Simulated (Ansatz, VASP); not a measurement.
# BN in VASP and in Ansatz

Contents of INCAR:

```
SYSTEM = BN
PREC = Accurate
ENCUT = 520
EDIFF = 1E-6
ISMEAR = 0
SIGMA = 0.05
LREAL = .FALSE.
LASPH = .TRUE.
NELM = 60
ALGO = Normal
ISIF = 2
LWAVE = .FALSE.
LCHARG = .FALSE.
GGA = CA
NBANDS = 16
```

The input KPOINTS:

```
Automatic mesh
0
G
  12 12 4
  0 0 0
```

POSCAR

```
BN
1.0
    2.4879749622      0.0000000000      0.0000000000
   -1.2439874811      2.1546495212      0.0000000000
    0.0000000000      0.0000000000      6.6528450489
B N
2 2
Direct
    0.3333333333      0.6666666667      0.2500000000
    0.6666666667      0.3333333333      0.7500000000
    0.3333333333      0.6666666667      0.7500000000
    0.6666666667      0.3333333333      0.2500000000
```

Input for Ansatz:

```yaml
crystal:
  lattice:
    - [2.4879749622, 0.0, 0.0]
    - [-1.2439874811, 2.1546495212, 0.0]
    - [0.0, 0.0, 6.6528450489]
  atoms:
    - { symbol: B, position: [0.3333333333, 0.6666666667, 0.25] }
    - { symbol: B, position: [0.6666666667, 0.3333333333, 0.75] }
    - { symbol: "N", position: [0.3333333333, 0.6666666667, 0.75] }
    - { symbol: "N", position: [0.6666666667, 0.3333333333, 0.25] }
basis:
  ecutwfc: 520.0
kpoints:
  mp_grid: { grid: [12, 12, 4] }
hamiltonian:
  xc: lda
  pseudopotentials: { kind: paw, azcp: { folder: soft_1 } }
scf:
  occupations: { method: gaussian, width: 0.05 }
output:
  forces: true
  stress: true
  eigenvalues: true
```

Alike in both runs: task single point; functional LDA; k mesh 12 × 12 × 4; occupations gaussian, width 0.05 eV; no spin polarisation.

|  | VASP | Ansatz |
| --- | --- | --- |
| version | VASP 6.6.1 | Ansatz 0.2.0 |
| potentials or method | VASP PAW LDA potentials, release 64 (B, N), cutoff 520 eV | scalar-relativistic, plane waves, PAW |
| valence electrons in the cell | 16 | 16 |

Ansatz gave:

| Quantity | Value |
| --- | --- |
| gap on the k mesh at the Fermi level (eV) | 4.12 |
| least direct gap on the mesh (eV) | 4.55 |
| pressure (GPa) | -0.1 |
| traceless stress, the component that is largest in VASP (GPa) | -0.48 |

Task: Estimate VASP's values.

Result: gap on the k mesh at the Fermi level (eV): 4.11; least direct gap on the mesh (eV): 4.54; pressure (GPa): 0.5; traceless stress, the component that is largest in VASP (GPa): -1.27.

Ansatz warns that its potentials were made for another functional, while VASP's fit it. LDA's correlation is that of Perdew and Zunger in VASP and of Perdew and Wang (1992) in Ansatz.
